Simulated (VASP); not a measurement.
# Ba3Mo (Fm-3m) in VASP: density of states with PBE

Aim: the density of states of Ba3Mo with PBE.

Everything below comes from runs of VASP 6.6.1. Logs are shortened: lines on timing, memory, paths and dates and some standing lists are left out, and cuts for length are marked.

**1. The cell of the first run**

It takes space group Fm-3m (No. 225, cubic). Conventional cell: a = 8.367 Å, b = 8.367 Å, c = 8.367 Å, α = 90.00°, β = 90.00°, γ = 90.00°. Ba (site symmetry -43m) has 10 Ba at 3.62 to 4.18 Å and 4 Mo at 3.62 Å within 4.8 Å. Within 4.8 Å of Ba (site symmetry m-3m) lie 8 Ba at 3.62 Å and 6 Mo at 4.18 Å. Mo (site symmetry m-3m) has 14 Ba at 3.62 to 4.18 Å within 4.8 Å.

**2. Density of states, PBE**

Contents of POSCAR:

```
Ba3Mo
1.0
    0.0000000000      4.1834272047      4.1834272047
    4.1834272047      0.0000000000      4.1834272047
    4.1834272047      4.1834272047      0.0000000000
Ba Mo
3 1
Direct
    0.2500000000      0.2500000000      0.2500000000
    0.7500000000      0.7500000000      0.7500000000
    0.5000000000      0.5000000000      0.5000000000
    0.0000000000      0.0000000000      0.0000000000
```

Contents of INCAR.step1:

```
SYSTEM = Ba3Mo
PREC     = Accurate       ! precision mode
ENCUT    = 520            ! plane-wave cutoff, eV
EDIFF    = 1E-6           ! SCF threshold, eV
ISMEAR   = 0              ! smearing method
SIGMA    = 0.1            ! smearing width, eV
LREAL    = .False.        ! projectors in reciprocal space
LASPH    = .True.         ! aspherical terms in the spheres
NELM     = 100            ! most SCF steps
ALGO     = Normal         ! electronic algorithm
ISIF     = 2              ! what is computed and relaxed
LWAVE    = .False.        ! write WAVECAR
LCHARG   = .True.         ! write CHGCAR
LMAXMIX  = 4              ! l up to which the mixer works
GGA      = PE             ! functional
NBANDS   = 30             ! bands
```

Contents of KPOINTS.step1:

```
regular mesh
0
Gamma
  10 10 10
  0 0 0
```

Contents of INCAR.step2:

```
SYSTEM = Ba3Mo
PREC     = Accurate       ! precision mode
ENCUT    = 520            ! plane-wave cutoff, eV
EDIFF    = 1E-6           ! SCF threshold, eV
ISMEAR   = -5             ! smearing method
SIGMA    = 0.1            ! smearing width, eV
LREAL    = .False.        ! projectors in reciprocal space
LASPH    = .True.         ! aspherical terms in the spheres
NELM     = 100            ! most SCF steps
ALGO     = Normal         ! electronic algorithm
ISIF     = 2              ! what is computed and relaxed
LWAVE    = .False.        ! write WAVECAR
LCHARG   = .False.        ! write CHGCAR
LMAXMIX  = 4              ! l up to which the mixer works
GGA      = PE             ! functional
LORBIT   = 11             ! projections on sites
NBANDS   = 30             ! bands
NEDOS    = 2001           ! points of the DOS
ICHARG   = 11             ! starting density
```

Contents of KPOINTS.step2:

```
regular mesh
0
Gamma
  15 15 15
  0 0 0
```

Potentials or basis: VASP PAW PBE potentials, release 64 (Ba_sv, Mo_sv).

On the command line:

```
$ cat potpaw_PBE.64/Ba_sv/POTCAR potpaw_PBE.64/Mo_sv/POTCAR > POTCAR
$ cp INCAR.step1 INCAR
$ cp KPOINTS.step1 KPOINTS
$ mpirun -np 1 vasp_std > vasp.out
$ cp INCAR.step2 INCAR
$ cp KPOINTS.step2 KPOINTS
$ mpirun -np 1 vasp_std > vasp.out
```

OUTCAR:

```text
SYSTEM = Ba3Mo
   PREC = Accurate
   ENCUT = 520
   EDIFF = 1E-6
   ISMEAR = -5
   LREAL = .False.
   LASPH = .True.
   NELM = 100
   ISIF = 2
   GGA = PE
   LORBIT = 11
   ICHARG = 11

 ion  position               nearest neighbor table
   1  0.250  0.250  0.250-   3 3.62   4 3.62   4 3.62   4 3.62   4 3.62   3 3.62   3 3.62   3 3.62
                             2 4.18   2 4.18   2 4.18   2 4.18   2 4.18   2 4.18
   2  0.750  0.750  0.750-   3 3.62   4 3.62   3 3.62   3 3.62   3 3.62   4 3.62   4 3.62   4 3.62
                             1 4.18   1 4.18   1 4.18   1 4.18   1 4.18   1 4.18
   3  0.500  0.500  0.500-   1 3.62   2 3.62   1 3.62   1 3.62   1 3.62   2 3.62   2 3.62   2 3.62

   4  0.000  0.000  0.000-   1 3.62   2 3.62   2 3.62   2 3.62   2 3.62   1 3.62   1 3.62   1 3.62

  LATTYP: Found a face centered cubic cell.
 ALAT       =     8.3668544094

  Lattice vectors:

 A1 = (   0.0000000000,   4.1834272047,   4.1834272047)
 A2 = (   4.1834272047,   0.0000000000,   4.1834272047)
 A3 = (   4.1834272047,   4.1834272047,   0.0000000000)

Analysis of symmetry for initial positions (statically):
=====================================================================
 Subroutine PRICEL returns:
 Original cell was already a primitive cell.

 Routine SETGRP: Setting up the symmetry group for a
 face centered cubic supercell.

 Subroutine GETGRP returns: Found 48 space group operations
 (whereof 48 operations were pure point group operations)
 out of a pool of 48 trial point group operations.

The static configuration has the point symmetry O_h .

Analysis of symmetry for dynamics (positions and initial velocities):
=====================================================================
 Subroutine PRICEL returns:
 Original cell was already a primitive cell.

 Routine SETGRP: Setting up the symmetry group for a
 face centered cubic supercell.

 Subroutine GETGRP returns: Found 48 space group operations
 (whereof 48 operations were pure point group operations)
 out of a pool of 48 trial point group operations.

The dynamic configuration has the point symmetry O_h .

 Subroutine INISYM returns: Found 48 space group operations
 (whereof 48 operations are pure point group operations),
 and found     1 'primitive' translations

----------------------------------------------------------------------------------------

                                     Primitive cell

  volume of cell :     146.4288

  direct lattice vectors                    reciprocal lattice vectors
     0.000000000  4.183427205  4.183427205    -0.119519230  0.119519230  0.119519230
     4.183427205  0.000000000  4.183427205     0.119519230 -0.119519230  0.119519230
     4.183427205  4.183427205  0.000000000     0.119519230  0.119519230 -0.119519230

  length of vectors
     5.916259490  5.916259490  5.916259490     0.207013380  0.207013380  0.207013380

  position of ions in fractional coordinates (direct lattice)
     0.250000000  0.250000000  0.250000000
     0.750000000  0.750000000  0.750000000
     0.500000000  0.500000000  0.500000000
     0.000000000  0.000000000  0.000000000

  ion indices of the primitive-cell ions
   primitive index   ion index
                 1           1
                 2           2
                 3           3
                 4           4

----------------------------------------------------------------------------------------

 KPOINTS: regular mesh

Automatic generation of k-mesh.
 Grid dimensions read from file:
 generate k-points for:   15   15   15

 Generating k-lattice:

  Cartesian coordinates                     Fractional coordinates (reciprocal lattice)
    -0.007967949  0.007967949  0.007967949     0.066666667  0.000000000  0.000000000
     0.007967949 -0.007967949  0.007967949     0.000000000  0.066666667  0.000000000
     0.007967949  0.007967949 -0.007967949     0.000000000  0.000000000  0.066666667

  Length of vectors
     0.013800892  0.013800892  0.013800892

  Shift w.r.t. Gamma in fractional coordinates (k-lattice)
     0.000000000  0.000000000  0.000000000

 TETIRR: Found    484 inequivalent tetrahedra from    20250

 Subroutine IBZKPT returns following result:
 ===========================================

 Found    120 irreducible k-points:

 Following reciprocal coordinates:
            Coordinates               Weight
  0.000000  0.000000  0.000000      1.000000
  0.066667  0.000000  0.000000      8.000000
  0.133333  0.000000  0.000000      8.000000
  0.200000  0.000000  0.000000      8.000000
  0.266667  0.000000  0.000000      8.000000
  0.333333  0.000000  0.000000      8.000000
[... 16 lines left out ...]
  0.133333  0.133333  0.000000      6.000000
  0.200000  0.133333  0.000000     24.000000
 [... further k-points ...]
   k-points           NKPTS =    120   k-points in BZ     NKDIM =    120   number of bands    NBANDS=     30
   number of dos      NEDOS =   2001   number of ions     NIONS =      4
   total plane-waves  NPLWV = 110592
   dimension x,y,z NGX =    48 NGY =   48 NGZ =   48
   dimension x,y,z NGXF=    96 NGYF=   96 NGZF=   96
   ions per type =               3   1
   NGX,Y,Z   is equivalent  to a cutoff of  13.49, 13.49, 13.49 a.u.
   NGXF,Y,Z  is equivalent  to a cutoff of  26.98, 26.98, 26.98 a.u.
 SYSTEM =  Ba3Mo
   PREC   = accura    normal or accurate (medium, high low for compatibility)
   ISTART =      0    job   : 0-new  1-cont  2-samecut
   ICHARG =     11    charge: 1-file 2-atom 10-const
   ISPIN  =      1    spin polarized calculation?
   LNONCOLLINEAR =      F non collinear calculations
   LSORBIT =      F    spin-orbit coupling
   LASPH  =      T    aspherical Exc in radial PAW
   ENCUT  =  520.0 eV  38.22 Ry    6.18 a.u.  11.00 11.00 11.00*2*pi/ulx,y,z
   NELM   =    100;   NELMIN=  2; NELMDL=  0     # of ELM steps
   EDIFF  = 0.1E-05   stopping-criterion for ELM
   LREAL  =      F    real-space projection
   EDIFFG = 0.1E-04   stopping-criterion for IOM
   NSW    =      0    number of steps for IOM
   IBRION =     -1    ionic relax: 0-MD 1-quasi-New 2-CG
   NFREE  =      0    steps in history (QN), initial steepest desc. (CG)
   ISIF   =      2    stress and relaxation
   ISYM   =      2    0-nonsym 1-usesym 2-fastsym
   POTIM  = 0.5000    time-step for ionic-motion
   TEBEG  =    0.0;   TEEND  =   0.0 temperature during run
   PSTRESS=    0.0 pullay stress
   NELECT =      44.0000    total number of electrons
   NUPDOWN=      -1.0000    fix difference up-down
   EMIN   =  10.00;   EMAX   =-10.00  energy-range for DOS
   EFERMI =   0.00;   METHOD = LEGACY
   ISMEAR =    -5;   SIGMA  =   0.10  broadening in eV -4-tet -1-fermi 0-gaus
   EFERMI_NEDOS =   21; number of points for ismear=-14 and -15
   IALGO  =     38    algorithm
   IMIX   =      4    mixing-type and parameters
     AMIX     =   0.40;   BMIX     =  1.00
     AMIX_MAG =   1.60;   BMIX_MAG =  1.00
  volume/ion in A,a.u.               =      36.61       247.04
  Fermi-wavevector in a.u.,A,eV,Ry     =   1.096521  2.072124 16.359069  1.202358
  Thomas-Fermi vector in A             =   2.232864
   LORBIT       =     11    0 simple, 1 ext, 2 COOP (PROOUT), +10 PAW based schemes
   GGA     = PE    functional components
   LHFCALC =     F    Hartree Fock is set to
   AEXX    =    0.0000 exact exchange contribution
   IVDW    =     0    specifies the selected vdW correction
   LEPSILON=     F    determine dielectric tensor
   LRPA    =     F    only Hartree local field effects (RPA)
 non-spin polarized calculation
 Fermi weights with tetrahedron method with Bloechl corrections
  energy-cutoff  :      520.00
  volume of cell :      146.43
 maximum number of plane-waves:      3964
 NGX is ok and might be reduce to    48

 number of electron      43.9999998 magnetization

 Free energy of the ion-electron system (eV)
  ---------------------------------------------------
  ext. energy  EPLUGINS =         0.00000000
  ---------------------------------------------------
  free energy    TOTEN  =       -12.32977562 eV

  energy without entropy =      -12.32977562  energy(sigma->0) =      -12.32977562

 E-fermi :   3.6814     XC(G=0):  -9.2870

 val. band max:        3.7072650561   @ k =   0.2000   0.0667   0.0000
 cond. band min:       3.6370588996   @ k =   0.4000   0.0000   0.0000
 fundamental gap:     -0.0702061565
 Fermi energy:         3.6814214668

 k-point     1 :       0.0000    0.0000    0.0000
  band No.  band energies     occupation
      1     -56.4784      2.00000
      2     -30.5579      2.00000
      3     -30.5579      2.00000
      4     -30.5579      2.00000
      5     -24.8212      2.00000
      6     -24.0919      2.00000
[... 22 lines left out ...]
     29       5.8061      0.00000
     30       5.8061      0.00000

 k-point     2 :       0.0667    0.0000    0.0000
  band No.  band energies     occupation
      1     -56.4785      2.00000
      2     -30.5579      2.00000
      3     -30.5579      2.00000
      4     -30.5579      2.00000
      5     -24.8191      2.00000
      6     -24.0931      2.00000
[... 22 lines left out ...]
     29       5.8014      0.00000
     30       5.8309      0.00000

 k-point     3 :       0.1333    0.0000    0.0000
  band No.  band energies     occupation
      1     -56.4785      2.00000
      2     -30.5580      2.00000
      3     -30.5579      2.00000
      4     -30.5579      2.00000
      5     -24.8133      2.00000
      6     -24.0965      2.00000
[... 22 lines left out ...]
     29       5.9025      0.00000
     30       5.9025      0.00000

 k-point     4 :       0.2000    0.0000    0.0000
  band No.  band energies     occupation
      1     -56.4785      2.00000
      2     -30.5581      2.00000
      3     -30.5579      2.00000
      4     -30.5579      2.00000
      5     -24.8046      2.00000
      6     -24.1014      2.00000
[... 22 lines left out ...]
     29       6.0888      0.00000
     30       6.0888      0.00000

 k-point     5 :       0.2667    0.0000    0.0000
  band No.  band energies     occupation
      1     -56.4785      2.00000
      2     -30.5581      2.00000
      3     -30.5579      2.00000
      4     -30.5579      2.00000
      5     -24.7944      2.00000
      6     -24.1068      2.00000
[... 22 lines left out ...]
     29       6.3079      0.00000
     30       6.3079      0.00000
[... 526 lines left out ...]
     29       5.9666      0.00000
     30       5.9976      0.00000

 k-point    22 :      -0.0667    0.0667    0.0000
  band No.  band energies     occupation
      1     -56.4785      2.00000
      2     -30.5579      2.00000
      3     -30.5579      2.00000
      4     -30.5579      2.00000
      5     -24.8158      2.00000
      6     -24.0951      2.00000
[... 22 lines left out ...]
     29       5.8297      0.00000
     30       5.8875      0.00000

 k-point    23 :       0.1333    0.1333    0.0000
  band No.  band energies     occupation
      1     -56.4785      2.00000
      2     -30.5580      2.00000
      3     -30.5579      2.00000
      4     -30.5579      2.00000
      5     -24.8107      2.00000
      6     -24.0983      2.00000
[... 22 lines left out ...]
     29       5.8954      0.00000
     30       5.9317      0.00000

 k-point    24 :       0.2000    0.1333    0.0000
  band No.  band energies     occupation
      1     -56.4785      2.00000
      2     -30.5580      2.00000
      3     -30.5579      2.00000
      4     -30.5579      2.00000
      5     -24.8042      2.00000
      6     -24.1021      2.00000
[... 22 lines left out ...]
     29       5.9990      0.00000
     30       6.0381      0.00000

 [... further k-points ...]
[... 5 lines left out ...]
  --------------------------------------------------------------------------------------
  -------------------------------------------------------------------------------------
  Total        1.5009359      1.5009359      1.5009359     -0.0000000      0.0000000     -0.0000000
  in kB       16.4227580     16.4227580     16.4227580     -0.0000000      0.0000000     -0.0000000
  external PRESSURE =      16.4227580 kB  Pullay stress =       0.0000000 kB

 VOLUME and BASIS-vectors are now :
 -----------------------------------------------------------------------------
  energy-cutoff  :      520.00
  volume of cell :      146.43
      direct lattice vectors                 reciprocal lattice vectors
     0.000000000  4.183427205  4.183427205    -0.119519230  0.119519230  0.119519230
     4.183427205  0.000000000  4.183427205     0.119519230 -0.119519230  0.119519230
     4.183427205  4.183427205  0.000000000     0.119519230  0.119519230 -0.119519230

 POSITION                                       TOTAL-FORCE (eV/Angst)
 -----------------------------------------------------------------------------------
      2.09171      2.09171      2.09171         0.000000      0.000000      0.000000
      6.27514      6.27514      6.27514        -0.000000     -0.000000     -0.000000
      4.18343      4.18343      4.18343        -0.000000      0.000000      0.000000
      0.00000      0.00000      0.00000        -0.000000      0.000000      0.000000
 -----------------------------------------------------------------------------------
    total drift:                               -0.000000     -0.000000     -0.000000

  FREE ENERGIE OF THE ION-ELECTRON SYSTEM (eV)
  ---------------------------------------------------
  free  energy   TOTEN  =       -12.3297756202 eV

  energy  without entropy=      -12.3297756202  energy(sigma->0) =      -12.32977562

 total charge

# of ion       s       p       d       tot
------------------------------------------
    1        2.071   5.499   0.498   8.068
    2        2.071   5.499   0.498   8.068
    3        2.053   5.526   0.483   8.062
    4        2.319   5.984   3.924  12.227
--------------------------------------------------
tot          8.514  22.507   5.403  36.424
```

Run time: 11 min. Hardware: 1 thread of Intel Xeon Platinum 8124M at 3.00GHz (Skylake/Cascade Lake), shared host; peak memory 0.63 GiB.

What came out:

| Property | Result |
| --- | --- |
| Valence electrons inside the program's atomic spheres | Ba 8.07, 8.06; Mo 12.23 |

Caveat: spin-orbit coupling is left out, which moves the levels of the heavy elements; tetrahedron occupations give inexact forces and stress in metals.
